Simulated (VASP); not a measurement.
Li, 2 atoms in the cell. It takes space group Fd-3m (No. 227, cubic). The conventional cell has a = 5.649 Å, b = 5.649 Å, c = 5.649 Å, α = 90.00°, β = 90.00°, γ = 90.00°. Li (site symmetry -43m) has 4 Li at 2.45 Å within 3.2 Å.  This cell differs from its parent crystal: volume scaled by 0.88.

- Program: VASP 6.6.1
- Task: single point
- Functional: PBEsol
- Potentials or basis: VASP PAW PBE potentials, release 64 (Li_sv)
- Cutoff: 520 eV
- k mesh: 10 × 10 × 10
- Occupations: fermi-dirac, width 0.1 eV
- Spin: no spin polarisation
- Dipole correction: no
- Further INCAR settings: ALGO = Normal; EDIFF = 1e-07; NBANDS = 10

Potentials or basis: VASP PAW PBE potentials, release 64 (Li_sv).

Launch:

```sh
$ cat potpaw_PBE.64/Li_sv/POTCAR > POTCAR
$ mpirun -np 1 vasp_std > vasp.out
```

Hardware: 1 thread of AMD EPYC 7R13, on a shared host.

Task: Estimate the wall time of this run.

Result: Wall time 40 s on 1 thread of AMD EPYC 7R13, on a shared host, peak memory 0.13 GiB. Counts: scf iterations 12, k points 47.
